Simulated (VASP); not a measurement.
# O2 in VASP: a series of runs

The runs below take O2 through single point, relaxation of the atoms, with LDA.

All numbers are computed with VASP 6.6.1; they aren't measurements. Logs are shortened: lines on timing, memory, paths and dates and some standing lists are left out, and cuts for length are marked.

## 1. The cell of the first run

The cell holds a molecule in a box, 2 atoms: a = 9.000 Å, b = 9.500 Å, c = 10.000 Å, α = 90.00°, β = 90.00°, γ = 90.00°.

## 2. Single point, LDA, collinear spin, ferromagnetic start

The input, INCAR:

```
ALGO = Normal ; EDIFF = 1E-7
ENCUT = 520 ; GGA = CA
ISIF = 2 ; ISMEAR = -1
ISPIN = 2 ; LASPH = T
LCHARG = T ; LELF = T
LORBIT = 11 ; LREAL = F
LVHAR = T ; LWAVE = F
MAGMOM = 1 1 ; NBANDS = 17
NELM = 150 ; PREC = Accurate
SIGMA = 0.05
```

The input, KPOINTS:

```
k-points
0
Gamma
  1 1 1
```

The input, POSCAR:

```
O
1.0
    9.0000000000      0.0000000000      0.0000000000
    0.0000000000      9.5000000000      0.0000000000
    0.0000000000      0.0000000000     10.0000000000
O
2
Direct
    0.5000000000      0.5000000000      0.4400041035
    0.5000000000      0.5000000000      0.5599958965
```

Potentials or basis: VASP PAW LDA potentials, release 64 (O).

Command:

```console
$ cat potpaw_LDA.64/O/POTCAR > POTCAR
$ mpirun -np 1 vasp_gam > vasp.out
```

OUTCAR:

```text
EDIFF = 1E-7
   ENCUT = 520
   GGA = CA
   ISIF = 2
   ISMEAR = -1
   ISPIN = 2
   LASPH = T
   LORBIT = 11
   LREAL = F
   NELM = 150
   PREC = Accurate

 ion  position               nearest neighbor table
   1  0.500  0.500  0.440-   2 1.20
   2  0.500  0.500  0.560-   1 1.20

  LATTYP: Found a simple orthorhombic cell.
 ALAT       =     9.0000000000
 B/A-ratio  =     1.0555555556
 C/A-ratio  =     1.1111111111

  Lattice vectors:

 A1 = (   9.0000000000,   0.0000000000,   0.0000000000)
 A2 = (   0.0000000000,   9.5000000000,   0.0000000000)
 A3 = (   0.0000000000,   0.0000000000,  10.0000000000)

Analysis of symmetry for initial positions (statically):
=====================================================================
 Subroutine PRICEL returns:
 Original cell was already a primitive cell.

 Routine SETGRP: Setting up the symmetry group for a
 simple orthorhombic supercell.

 Subroutine GETGRP returns: Found  8 space group operations
 (whereof  8 operations were pure point group operations)
 out of a pool of  8 trial point group operations.

The static configuration has the point symmetry D_2h.

Analysis of symmetry for dynamics (positions and initial velocities):
=====================================================================
 Subroutine PRICEL returns:
 Original cell was already a primitive cell.

 Routine SETGRP: Setting up the symmetry group for a
 simple orthorhombic supercell.

 Subroutine GETGRP returns: Found  8 space group operations
 (whereof  8 operations were pure point group operations)
 out of a pool of  8 trial point group operations.

The dynamic configuration has the point symmetry D_2h.

Analysis of structural, dynamic, and magnetic symmetry:
=====================================================================
 Subroutine PRICEL returns:
 Original cell was already a primitive cell.

 Routine SETGRP: Setting up the symmetry group for a
 simple orthorhombic supercell.

 Subroutine GETGRP returns: Found  8 space group operations
 (whereof  8 operations were pure point group operations)
 out of a pool of  8 trial point group operations.

The overall configuration has the point symmetry D_2h.

 Subroutine INISYM returns: Found  8 space group operations
 (whereof  8 operations are pure point group operations),
 and found     1 'primitive' translations

----------------------------------------------------------------------------------------

                                     Primitive cell

  volume of cell :     855.0000

  direct lattice vectors                    reciprocal lattice vectors
     9.000000000  0.000000000  0.000000000     0.111111111  0.000000000  0.000000000
     0.000000000  9.500000000  0.000000000     0.000000000  0.105263158  0.000000000
     0.000000000  0.000000000 10.000000000     0.000000000  0.000000000  0.100000000

  length of vectors
     9.000000000  9.500000000 10.000000000     0.111111111  0.105263158  0.100000000

  position of ions in fractional coordinates (direct lattice)
     0.500000000  0.500000000  0.440004104
     0.500000000  0.500000000  0.559995896

  ion indices of the primitive-cell ions
   primitive index   ion index
                 1           1
                 2           2

----------------------------------------------------------------------------------------

 KPOINTS: k-points

Automatic generation of k-mesh.
 Grid dimensions read from file:
 generate k-points for:    1    1    1

 Generating k-lattice:

  Cartesian coordinates                     Fractional coordinates (reciprocal lattice)
     0.111111111  0.000000000  0.000000000     1.000000000  0.000000000  0.000000000
     0.000000000  0.105263158  0.000000000     0.000000000  1.000000000  0.000000000
     0.000000000  0.000000000  0.100000000     0.000000000  0.000000000  1.000000000

  Length of vectors
     0.111111111  0.105263158  0.100000000

  Shift w.r.t. Gamma in fractional coordinates (k-lattice)
     0.000000000  0.000000000  0.000000000

 Subroutine IBZKPT returns following result:
 ===========================================

 Found      1 irreducible k-points:

 Following reciprocal coordinates:
            Coordinates               Weight
  0.000000  0.000000  0.000000      1.000000
   k-points           NKPTS =      1   k-points in BZ     NKDIM =      1   number of bands    NBANDS=     17
   number of dos      NEDOS =    301   number of ions     NIONS =      2
   total plane-waves  NPLWV = 403200
   dimension x,y,z NGX =    70 NGY =   72 NGZ =   80
   dimension x,y,z NGXF=   140 NGYF=  144 NGZF=  160
   ions per type =               2
   NGX,Y,Z   is equivalent  to a cutoff of  12.93, 12.60, 13.30 a.u.
   NGXF,Y,Z  is equivalent  to a cutoff of  25.86, 25.20, 26.60 a.u.
 SYSTEM =  unknown system
   PREC   = accura    normal or accurate (medium, high low for compatibility)
   ISTART =      0    job   : 0-new  1-cont  2-samecut
   ICHARG =      2    charge: 1-file 2-atom 10-const
   ISPIN  =      2    spin polarized calculation?
   LNONCOLLINEAR =      F non collinear calculations
   LSORBIT =      F    spin-orbit coupling
   LASPH  =      T    aspherical Exc in radial PAW
   ENCUT  =  520.0 eV  38.22 Ry    6.18 a.u.  16.73 17.66 18.59*2*pi/ulx,y,z
   NELM   =    150;   NELMIN=  2; NELMDL= -5     # of ELM steps
   EDIFF  = 0.1E-06   stopping-criterion for ELM
   LREAL  =      F    real-space projection
   EDIFFG = 0.1E-05   stopping-criterion for IOM
   NSW    =      0    number of steps for IOM
   IBRION =     -1    ionic relax: 0-MD 1-quasi-New 2-CG
   NFREE  =      0    steps in history (QN), initial steepest desc. (CG)
   ISIF   =      2    stress and relaxation
   ISYM   =      2    0-nonsym 1-usesym 2-fastsym
   POTIM  = 0.5000    time-step for ionic-motion
   TEBEG  =    0.0;   TEEND  =   0.0 temperature during run
   PSTRESS=    0.0 pullay stress
   NELECT =      12.0000    total number of electrons
   NUPDOWN=      -1.0000    fix difference up-down
   EMIN   =  10.00;   EMAX   =-10.00  energy-range for DOS
   EFERMI =   0.00;   METHOD = LEGACY
   ISMEAR =    -1;   SIGMA  =   0.05  broadening in eV -4-tet -1-fermi 0-gaus
   EFERMI_NEDOS =   21; number of points for ismear=-14 and -15
   IALGO  =     38    algorithm
   IMIX   =      4    mixing-type and parameters
     AMIX     =   0.40;   BMIX     =  1.00
     AMIX_MAG =   1.60;   BMIX_MAG =  1.00
  volume/ion in A,a.u.               =     427.50      2884.91
  Fermi-wavevector in a.u.,A,eV,Ry     =   0.394893  0.746240  2.121703  0.155941
  Thomas-Fermi vector in A             =   1.339966
   LORBIT       =     11    0 simple, 1 ext, 2 COOP (PROOUT), +10 PAW based schemes
   GGA     = CA    functional components
   LHFCALC =     F    Hartree Fock is set to
   AEXX    =    0.0000 exact exchange contribution
   IVDW    =     0    specifies the selected vdW correction
   LEPSILON=     F    determine dielectric tensor
   LRPA    =     F    only Hartree local field effects (RPA)
 spin polarized calculation
  energy-cutoff  :      520.00
  volume of cell :      855.00
 maximum number of plane-waves:     11510
 NGX is ok and might be reduce to    70
   NGX = 33   NGY = 35   NGZ = 37

 number of electron      12.0000002 magnetization       2.0000000

 Free energy of the ion-electron system (eV)
  ---------------------------------------------------
  ext. energy  EPLUGINS =         0.00000000
  ---------------------------------------------------
  free energy    TOTEN  =       -10.45787740 eV

  energy without entropy =      -10.45787739  energy(sigma->0) =      -10.45787740

 E-fermi :  -5.6958     XC(G=0):  -0.6187

 val. band max:       -6.6785883581   @ k =   0.0000   0.0000   0.0000
 cond. band min:      -4.7135103981   @ k =   0.0000   0.0000   0.0000
 fundamental gap:      1.9650779600
 Fermi energy:        -5.6958340291

 spin component 1

 k-point     1 :       0.0000    0.0000    0.0000
  band No.  band energies     occupation
      1     -33.1483      1.00000
      2     -20.0296      1.00000
      3     -13.6454      1.00000
      4     -13.6454      1.00000
      5     -13.6300      1.00000
      6      -6.6786      1.00000
[... 9 lines left out ...]
     16       2.8927      0.00000
     17       2.9052      0.00000
 Fermi energy:        -5.6958340291

 spin component 2

 k-point     1 :       0.0000    0.0000    0.0000
  band No.  band energies     occupation
      1     -31.9309      1.00000
      2     -18.4098      1.00000
      3     -12.5339      1.00000
      4     -11.9999      1.00000
      5     -11.9999      1.00000
      6      -4.7135      0.00000
[... 9 lines left out ...]
     16       2.9444      0.00000
     17       2.9494      0.00000

------------------------ aborting loop because EDIFF is reached ----------------------------------------

  FORCE on cell =-STRESS in cart. coord.  units (eV):
  Direction    XX          YY          ZZ          XY          YZ          ZX
  --------------------------------------------------------------------------------------
  -------------------------------------------------------------------------------------
  Total       -0.0684317     -0.0683401      2.0493300     -0.0000000      0.0000000      0.0000000
  in kB       -0.1282337     -0.1280620      3.8402222     -0.0000000      0.0000000      0.0000000
  external PRESSURE =       1.1946422 kB  Pullay stress =       0.0000000 kB

 VOLUME and BASIS-vectors are now :
 -----------------------------------------------------------------------------
  energy-cutoff  :      520.00
  volume of cell :      855.00
      direct lattice vectors                 reciprocal lattice vectors
     9.000000000  0.000000000  0.000000000     0.111111111  0.000000000  0.000000000
     0.000000000  9.500000000  0.000000000     0.000000000  0.105263158  0.000000000
     0.000000000  0.000000000 10.000000000     0.000000000  0.000000000  0.100000000

 POSITION                                       TOTAL-FORCE (eV/Angst)
 -----------------------------------------------------------------------------------
      4.50000      4.75000      4.40004         0.000000      0.000000     -1.776315
      4.50000      4.75000      5.59996         0.000000      0.000000      1.776315
 -----------------------------------------------------------------------------------
    total drift:                                0.000000      0.000000      0.000000

  FREE ENERGIE OF THE ION-ELECTRON SYSTEM (eV)
  ---------------------------------------------------
  free  energy   TOTEN  =       -10.4578774015 eV

  energy  without entropy=      -10.4578773894  energy(sigma->0) =      -10.45787740

 total charge

# of ion       s       p       d       tot
------------------------------------------
    1        1.602   3.321   0.000   4.924
    2        1.602   3.321   0.000   4.924
--------------------------------------------------
tot          3.205   6.643   0.000   9.847

 magnetization (x)

# of ion       s       p       d       tot
------------------------------------------
    1        0.008   0.795   0.000   0.803
    2        0.008   0.795   0.000   0.803
--------------------------------------------------
tot          0.016   1.590   0.000   1.606
```

Run time: 80 s. Hardware: 1 thread of Intel Xeon Platinum 8259CL at 2.50GHz (Skylake/Cascade Lake), shared host; peak memory 0.64 GiB.

What came out:

```yaml
Free_energy: -10.4579 eV
Largest_force: 1.776 eV/Å
Gap_between_the_frontier_levels: 1.97 eV
Net_moment: 2.00 μB per cell
Site_moments: O +0.80 μB
Valence_electrons_inside_the_program's_atomic_spheres: O 4.92
```

Forces in eV/Å, atoms in the order of the input:
```
O    0.000  0.000 -1.776
O    0.000  0.000  1.776
```

Caveat: the standard files for N, O and F lose accuracy on very short bonds.

## 3. Relaxation of the atoms, LDA, collinear spin, ferromagnetic start

The input, INCAR:

```
PREC = Accurate
ENCUT = 520
EDIFF = 1E-6
ISMEAR = -1
SIGMA = 0.05
LREAL = F
LASPH = T
NELM = 150
ALGO = Normal
ISIF = 2
LWAVE = F
LCHARG = F
ISPIN = 2
MAGMOM = 1 1
LORBIT = 11
GGA = CA
IBRION = 2
NSW = 60
EDIFFG = -0.02
```

The input, KPOINTS:

```
regular mesh
0
Gamma
  1 1 1
```

The input, POSCAR:

```
O
1.0
    9.0000000000      0.0000000000      0.0000000000
    0.0000000000      9.5000000000      0.0000000000
    0.0000000000      0.0000000000     10.0000000000
O
2
Direct
    0.5000000000      0.5000000000      0.4385000000
    0.5000000000      0.5000000000      0.5615000000
```

Potentials or basis: VASP PAW LDA potentials, release 64 (O).

Command:

```console
$ cat potpaw_LDA.64/O/POTCAR > POTCAR
$ mpirun -np 1 vasp_gam > vasp.out
```

It took 1.7 min on 1 thread of Intel Xeon Platinum 8259CL at 2.50GHz (Skylake/Cascade Lake), shared host; peak memory 0.64 GiB.

Results (log left out):

```
Free energy                                           : -10.4761 eV
Energy gained by relaxing                             : 1.5 meV/atom
Ionic steps                                           : 3
Largest force after relaxing                          : 0.009 eV/Å
Gap between the frontier levels                       : 1.97 eV
Net moment                                            : 2.00 μB per cell
Site moments                                          : O +0.81 μB
Valence electrons inside the program's atomic spheres : O 4.89
```

Forces in eV/Å, atoms in the order of the input:
```
O    0.000  0.000 -0.009
O    0.000  0.000  0.009
```

Step by step:
| step | energy change (eV) | largest force (eV/Å) | pressure (GPa) |
| --- | --- | --- | --- |
| 1 | 0.0000 | 0.6764 | -0.06 |
| 2 | 0.1392 | 5.4266 | 0.38 |
| 3 | -0.0031 | 0.0087 | -0.01 |

Final structure:
```
O
1.0
     9.00000    0.00000    0.00000
     0.00000    9.50000    0.00000
     0.00000    0.00000   10.00000
O
2
Cartesian
  4.5000 4.7500 4.3896
  4.5000 4.7500 5.6104
```

Levels at points of the mesh, in eV from the valence-band top:
Spin up:
| k point | band 4 | band 5 | band 6 | band 7 | band 8 | band 9 | band 10 | band 11 |
| --- | --- | --- | --- | --- | --- | --- | --- | --- |
| (0.00, 0.00, 0.00) | -6.61 | -6.61 | 0.00 | 0.00 | 6.61 | 7.80 | 8.10 | 8.18 |
Spin down:
```tsv
k point	band 1	band 2	band 3	band 4	band 5	band 6	band 7	band 8	band 9	band 10
(0.00, 0.00, 0.00)	-24.61	-11.73	-5.65	-4.96	-4.96	1.97	1.97	6.65	7.94	8.13
```

Caveat: the standard files for N, O and F lose accuracy on very short bonds.
